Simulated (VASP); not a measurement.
# LiH (Fm-3m) in VASP: a series of runs

LiH is run at these levels: PBE, HSE06; tasks: single point.

All numbers are computed with VASP 6.6.1; they aren't measurements. Logs are shortened: lines on timing, memory, paths and dates and some standing lists are left out, and cuts for length are marked.

## (1) The cell of the first run

It takes space group Fm-3m (No. 225, cubic). The conventional cell has a = 4.074 Å, b = 4.074 Å, c = 4.074 Å, α = 90.00°, β = 90.00°, γ = 90.00°. Within 2.7 Å of Li (site symmetry m-3m) lie 6 H at 2.04 Å. H (site symmetry m-3m) has 6 Li at 2.04 Å within 2.7 Å.

## (2) Single point, PBE

Input file INCAR:

```
  ALGO = Normal
  EDIFF = 1E-6
  ENCUT = 750
  GGA = PE
  GGA_COMPAT = F
  ISIF = 2
  ISMEAR = 0
  LASPH = T
  LCHARG = T
  LELF = T
  LREAL = F
  LVHAR = T
  LWAVE = F
  NBANDS = 9
  NELM = 120
  PREC = Accurate
  SIGMA = 0.01
```

Input file KPOINTS:

```
k-points
0
Gamma
  6 6 6
```

Input file POSCAR:

```
LiH
1.0
    0.0000000000      2.0367500000      2.0367500000
    2.0367500000      0.0000000000      2.0367500000
    2.0367500000      2.0367500000      0.0000000000
Li H
1 1
Direct
    0.0000000000      0.0000000000      0.0000000000
    0.5000000000      0.5000000000      0.5000000000
```

Potentials or basis: VASP PAW PBE potentials, release 64 (Li_sv, H).

Command:

```
> cat potpaw_PBE.64/Li_sv/POTCAR potpaw_PBE.64/H/POTCAR > POTCAR
> mpirun -np 1 vasp_std > vasp.out
```

OUTCAR:

```text
EDIFF = 1E-6
   ENCUT = 750
   GGA = PE
   ISIF = 2
   ISMEAR = 0
   LASPH = T
   LREAL = F
   NELM = 120
   PREC = Accurate

 ion  position               nearest neighbor table
   1  0.000  0.000  0.000-
   2  0.500  0.500  0.500-

  LATTYP: Found a face centered cubic cell.
 ALAT       =     4.0735000000

  Lattice vectors:

 A1 = (   0.0000000000,   2.0367500000,   2.0367500000)
 A2 = (   2.0367500000,   0.0000000000,   2.0367500000)
 A3 = (   2.0367500000,   2.0367500000,   0.0000000000)

Analysis of symmetry for initial positions (statically):
=====================================================================
 Subroutine PRICEL returns:
 Original cell was already a primitive cell.

 Routine SETGRP: Setting up the symmetry group for a
 face centered cubic supercell.

 Subroutine GETGRP returns: Found 48 space group operations
 (whereof 48 operations were pure point group operations)
 out of a pool of 48 trial point group operations.

The static configuration has the point symmetry O_h .

Analysis of symmetry for dynamics (positions and initial velocities):
=====================================================================
 Subroutine PRICEL returns:
 Original cell was already a primitive cell.

 Routine SETGRP: Setting up the symmetry group for a
 face centered cubic supercell.

 Subroutine GETGRP returns: Found 48 space group operations
 (whereof 48 operations were pure point group operations)
 out of a pool of 48 trial point group operations.

The dynamic configuration has the point symmetry O_h .

 Subroutine INISYM returns: Found 48 space group operations
 (whereof 48 operations are pure point group operations),
 and found     1 'primitive' translations

----------------------------------------------------------------------------------------

                                     Primitive cell

  volume of cell :      16.8983

  direct lattice vectors                    reciprocal lattice vectors
     0.000000000  2.036750000  2.036750000    -0.245489137  0.245489137  0.245489137
     2.036750000  0.000000000  2.036750000     0.245489137 -0.245489137  0.245489137
     2.036750000  2.036750000  0.000000000     0.245489137  0.245489137 -0.245489137

  length of vectors
     2.880399473  2.880399473  2.880399473     0.425199658  0.425199658  0.425199658

  position of ions in fractional coordinates (direct lattice)
     0.000000000  0.000000000  0.000000000
     0.500000000  0.500000000  0.500000000

  ion indices of the primitive-cell ions
   primitive index   ion index
                 1           1
                 2           2

----------------------------------------------------------------------------------------

 KPOINTS: k-points

Automatic generation of k-mesh.
 Grid dimensions read from file:
 generate k-points for:    6    6    6

 Generating k-lattice:

  Cartesian coordinates                     Fractional coordinates (reciprocal lattice)
    -0.040914856  0.040914856  0.040914856     0.166666667  0.000000000  0.000000000
     0.040914856 -0.040914856  0.040914856     0.000000000  0.166666667  0.000000000
     0.040914856  0.040914856 -0.040914856     0.000000000  0.000000000  0.166666667

  Length of vectors
     0.070866610  0.070866610  0.070866610

  Shift w.r.t. Gamma in fractional coordinates (k-lattice)
     0.000000000  0.000000000  0.000000000

 Subroutine IBZKPT returns following result:
 ===========================================

 Found     16 irreducible k-points:

 Following reciprocal coordinates:
            Coordinates               Weight
  0.000000  0.000000  0.000000      1.000000
  0.166667  0.000000  0.000000      8.000000
  0.333333  0.000000  0.000000      8.000000
  0.500000  0.000000  0.000000      4.000000
  0.166667  0.166667  0.000000      6.000000
  0.333333  0.166667  0.000000     24.000000
[... 8 lines left out ...]
 -0.333333  0.333333  0.166667     24.000000
 -0.333333  0.500000  0.166667     12.000000
   k-points           NKPTS =     16   k-points in BZ     NKDIM =     16   number of bands    NBANDS=      9
   number of dos      NEDOS =    301   number of ions     NIONS =      2
   total plane-waves  NPLWV =  21952
   dimension x,y,z NGX =    28 NGY =   28 NGZ =   28
   dimension x,y,z NGXF=    56 NGYF=   56 NGZF=   56
   ions per type =               1   1
   NGX,Y,Z   is equivalent  to a cutoff of  16.16, 16.16, 16.16 a.u.
   NGXF,Y,Z  is equivalent  to a cutoff of  32.32, 32.32, 32.32 a.u.
 SYSTEM =  unknown system
   PREC   = accura    normal or accurate (medium, high low for compatibility)
   ISTART =      0    job   : 0-new  1-cont  2-samecut
   ICHARG =      2    charge: 1-file 2-atom 10-const
   ISPIN  =      1    spin polarized calculation?
   LNONCOLLINEAR =      F non collinear calculations
   LSORBIT =      F    spin-orbit coupling
   LASPH  =      T    aspherical Exc in radial PAW
   ENCUT  =  750.0 eV  55.12 Ry    7.42 a.u.   6.43  6.43  6.43*2*pi/ulx,y,z
   NELM   =    120;   NELMIN=  2; NELMDL= -5     # of ELM steps
   EDIFF  = 0.1E-05   stopping-criterion for ELM
   LREAL  =      F    real-space projection
   EDIFFG = 0.1E-04   stopping-criterion for IOM
   NSW    =      0    number of steps for IOM
   IBRION =     -1    ionic relax: 0-MD 1-quasi-New 2-CG
   NFREE  =      0    steps in history (QN), initial steepest desc. (CG)
   ISIF   =      2    stress and relaxation
   ISYM   =      2    0-nonsym 1-usesym 2-fastsym
   POTIM  = 0.5000    time-step for ionic-motion
   TEBEG  =    0.0;   TEEND  =   0.0 temperature during run
   PSTRESS=    0.0 pullay stress
   NELECT =       4.0000    total number of electrons
   NUPDOWN=      -1.0000    fix difference up-down
   EMIN   =  10.00;   EMAX   =-10.00  energy-range for DOS
   EFERMI =   0.00;   METHOD = LEGACY
   ISMEAR =     0;   SIGMA  =   0.01  broadening in eV -4-tet -1-fermi 0-gaus
   EFERMI_NEDOS =   21; number of points for ismear=-14 and -15
   IALGO  =     38    algorithm
   IMIX   =      4    mixing-type and parameters
     AMIX     =   0.40;   BMIX     =  1.00
     AMIX_MAG =   1.60;   BMIX_MAG =  1.00
  volume/ion in A,a.u.               =       8.45        57.02
  Fermi-wavevector in a.u.,A,eV,Ry     =   1.012699  1.913724 13.953585  1.025560
  Thomas-Fermi vector in A             =   2.145824
   LORBIT       =      0    0 simple, 1 ext, 2 COOP (PROOUT), +10 PAW based schemes
   GGA     = PE    functional components
   LHFCALC =     F    Hartree Fock is set to
   AEXX    =    0.0000 exact exchange contribution
   IVDW    =     0    specifies the selected vdW correction
   LEPSILON=     F    determine dielectric tensor
   LRPA    =     F    only Hartree local field effects (RPA)
 non-spin polarized calculation
 Gauss-broadening in eV      SIGMA  =   0.01
  energy-cutoff  :      750.00
  volume of cell :       16.90
 maximum number of plane-waves:       797
 NGX is ok and might be reduce to    28
   NGX = 13   NGY = 13   NGZ = 13

 number of electron       3.9999999 magnetization

 Free energy of the ion-electron system (eV)
  ---------------------------------------------------
  ext. energy  EPLUGINS =         0.00000000
  ---------------------------------------------------
  free energy    TOTEN  =        -6.12140710 eV

  energy without entropy =       -6.12140710  energy(sigma->0) =       -6.12140710

 E-fermi :   0.0871     XC(G=0):  -8.3580

 val. band max:       -0.1302327891   @ k =   0.5000   0.5000   0.0000
 cond. band min:       2.8833966898   @ k =   0.5000   0.5000   0.0000
 fundamental gap:      3.0136294789
 Fermi energy:         0.0871079009

 k-point     1 :       0.0000    0.0000    0.0000
  band No.  band energies     occupation
      1     -44.4630      2.00000
      2      -5.3882      2.00000
      3      15.3403      0.00000
      4      17.2745      0.00000
      5      17.2745      0.00000
      6      17.2745      0.00000
      7      21.9032      0.00000
      8      21.9032      0.00000
      9      21.9032      0.00000

 k-point     2 :       0.1667    0.0000    0.0000
  band No.  band energies     occupation
      1     -44.4535      2.00000
      2      -4.9106      2.00000
      3      11.9908      0.00000
      4      15.3989      0.00000
      5      16.4898      0.00000
      6      16.4898      0.00000
      7      21.7674      0.00000
      8      23.0840      0.00000
      9      23.0840      0.00000

 k-point     3 :       0.3333    0.0000    0.0000
  band No.  band energies     occupation
      1     -44.4343      2.00000
      2      -3.6240      2.00000
      3       7.0002      0.00000
      4      13.7395      0.00000
      5      15.8875      0.00000
      6      15.8875      0.00000
      7      19.9291      0.00000
      8      19.9291      0.00000
      9      24.1786      0.00000

 k-point     4 :       0.5000    0.0000    0.0000
  band No.  band energies     occupation
      1     -44.4247      2.00000
      2      -2.6218      2.00000
      3       4.6657      0.00000
      4      13.1223      0.00000
      5      15.9368      0.00000
      6      15.9368      0.00000
      7      18.4732      0.00000
      8      18.4732      0.00000
      9      26.3045      0.00000
[... 109 lines left out ...]
 k-point    14 :       0.5000    0.3333    0.1667
  band No.  band energies     occupation
      1     -44.4219      2.00000
      2      -2.2770      2.00000
      3       6.8760      0.00000
      4       7.7731      0.00000
      5      12.3921      0.00000
      6      16.6216      0.00000
      7      20.1597      0.00000
      8      24.3177      0.00000
      9      28.1157      0.00000

 k-point    15 :      -0.3333    0.3333    0.1667
  band No.  band energies     occupation
      1     -44.4157      2.00000
      2      -1.1562      2.00000
      3       4.9798      0.00000
      4       6.8278      0.00000
      5      11.9612      0.00000
      6      16.3243      0.00000
      7      23.0554      0.00000
      8      24.7988      0.00000
      9      26.6461      0.00000

 k-point    16 :      -0.3333    0.5000    0.1667
  band No.  band energies     occupation
      1     -44.4127      2.00000
      2      -0.2862      2.00000
      3       3.8703      0.00000
      4       6.7915      0.00000
      5      11.0632      0.00000
      6      16.8191      0.00000
      7      19.1961      0.00000
      8      27.9796      0.00000
      9      28.0869      0.00000

------------------------ aborting loop because EDIFF is reached ----------------------------------------

  FORCE on cell =-STRESS in cart. coord.  units (eV):
  Direction    XX          YY          ZZ          XY          YZ          ZX
  --------------------------------------------------------------------------------------
  -------------------------------------------------------------------------------------
  Total       -0.1896246     -0.1896246     -0.1896246     -0.0000000      0.0000000      0.0000000
  in kB      -17.9788574    -17.9788574    -17.9788574     -0.0000000      0.0000000      0.0000000
  external PRESSURE =     -17.9788574 kB  Pullay stress =       0.0000000 kB

 VOLUME and BASIS-vectors are now :
 -----------------------------------------------------------------------------
  energy-cutoff  :      750.00
  volume of cell :       16.90
      direct lattice vectors                 reciprocal lattice vectors
     0.000000000  2.036750000  2.036750000    -0.245489137  0.245489137  0.245489137
     2.036750000  0.000000000  2.036750000     0.245489137 -0.245489137  0.245489137
     2.036750000  2.036750000  0.000000000     0.245489137  0.245489137 -0.245489137

 POSITION                                       TOTAL-FORCE (eV/Angst)
 -----------------------------------------------------------------------------------
      0.00000      0.00000      0.00000         0.000000     -0.000000      0.000000
      2.03675      2.03675      2.03675        -0.000000      0.000000     -0.000000
 -----------------------------------------------------------------------------------
    total drift:                                0.000000      0.000000      0.000000

  FREE ENERGIE OF THE ION-ELECTRON SYSTEM (eV)
  ---------------------------------------------------
  free  energy   TOTEN  =        -6.1214070953 eV

  energy  without entropy=       -6.1214070953  energy(sigma->0) =       -6.12140710
```

Wall time 7.2 s (1 thread of Intel Xeon 8259CL, shared host); peak memory 0.15 GiB.

Results:

```
Free energy            : -6.1214 eV
Pressure               : -1.8 GPa
Band gap on the k mesh : 3.01 eV
```

Levels at points of the mesh, in eV from the valence-band top:
| k point | band 1 | band 2 | band 3 | band 4 | band 5 |
| --- | --- | --- | --- | --- | --- |
| (0.00, 0.00, 0.00) | -44.33 | -5.26 | 15.47 | 17.40 | 17.40 |
| (0.50, 0.00, 0.00) | -44.29 | -2.49 | 4.80 | 13.25 | 16.07 |
| (0.50, 0.50, 0.00) | -44.28 | 0.00 | 3.01 | 10.58 | 10.58 |

Caveat: the k points lie up to 0.45 Å⁻¹ apart. A k mesh can miss the band edges.

## (3) Single point, PBE

Input file INCAR:

```
  PREC = Accurate
  ENCUT = 750
  EDIFF = 1E-6
  ISMEAR = -1
  SIGMA = 0.02
  LREAL = F
  LASPH = T
  NELM = 120
  ALGO = Normal
  ISIF = 2
  LWAVE = F
  LCHARG = F
  GGA = PE
  NBANDS = 9
  GGA_COMPAT = F
```

Input file KPOINTS:

```
Automatic mesh
0
Gamma
  10 10 10
```

POSCAR is that of step 2.

Potentials or basis: VASP PAW PBE potentials, release 64 (Li_sv, H).

Command:

```
> cat potpaw_PBE.64/Li_sv/POTCAR potpaw_PBE.64/H/POTCAR > POTCAR
> mpirun -np 1 vasp_std > vasp.out
```

Run time: 13 s. Hardware: 1 thread of Intel Xeon 8259CL, shared host; peak memory 0.15 GiB.

Results (log left out):

- Free energy: -6.1223 eV
- Pressure: -1.8 GPa
- Band gap on the k mesh: 3.01 eV

Levels at points of the mesh, in eV from the valence-band top:
```tsv
k point	band 1	band 2	band 3	band 4	band 5
(0.00, 0.00, 0.00)	-44.33	-5.26	15.47	17.41	17.41
(0.50, 0.00, 0.00)	-44.29	-2.49	4.80	13.25	16.07
(0.50, 0.50, 0.00)	-44.28	0.00	3.01	10.58	10.58
```

A k mesh can miss the band edges. As with any semilocal functional, this PBE gap is likely too small.

## (4) Single point, HSE06

POSCAR is that of step 3.

Input file INCAR.step1:

```
SYSTEM = LiH
ALGO = Normal ; EDIFF = 1E-5
ENCUT = 650 ; GGA = PE
GGA_COMPAT = .FALSE. ; ISIF = 2
ISMEAR = 0 ; LASPH = .TRUE.
LREAL = .FALSE. ; LWAVE = .TRUE.
NBANDS = 9 ; NELM = 120
PREC = Accurate ; SIGMA = 0.01
```

Input file INCAR.step2:

```
SYSTEM = LiH
ALGO = Normal ; EDIFF = 1E-6
ENCUT = 650 ; GGA = PE
GGA_COMPAT = .FALSE. ; HFSCREEN = 0.2079
ISIF = 2 ; ISMEAR = 0
ISTART = 1 ; LASPH = .TRUE.
LCHARG = .TRUE. ; LELF = .TRUE.
LHFCALC = .TRUE. ; LREAL = .FALSE.
LVHAR = .TRUE. ; LWAVE = .FALSE.
NBANDS = 9 ; NELM = 120
PREC = Accurate ; PRECFOCK = Normal
SIGMA = 0.01
```

Input file KPOINTS:

```
k-points
0
G
  6 6 6
  0 0 0
```

Command:

```
> cat potpaw_PBE.64/Li_sv/POTCAR potpaw_PBE.64/H/POTCAR > POTCAR
> cp INCAR.step1 INCAR
> mpirun -np 1 vasp_std > vasp.out
> cp INCAR.step2 INCAR
> mpirun -np 1 vasp_std > vasp.out
```

It took 1.9 min on 1 thread of Intel Xeon 8259CL, shared host; peak memory 0.24 GiB.

The run converged. Its results:

```yaml
Free_energy: -6.7797 eV
Pressure: -2.4 GPa
Band_gap_on_the_k_mesh: 4.00 eV
```

Levels at points of the mesh, in eV from the valence-band top:
```csv
k point,band 1,band 2,band 3,band 4,band 5
"(0.00, 0.00, 0.00)",-47.33,-5.87,17.29,18.96,18.96
"(0.50, 0.00, 0.00)",-47.29,-2.72,5.83,14.82,17.56
"(0.50, 0.50, 0.00)",-47.28,0.00,4.00,11.92,11.92
```

Caveat: the k points lie up to 0.45 Å⁻¹ apart; the PAW data sets were made with another functional, which shifts forces and pressure a little.

(Part 1 of 2 ends here.)
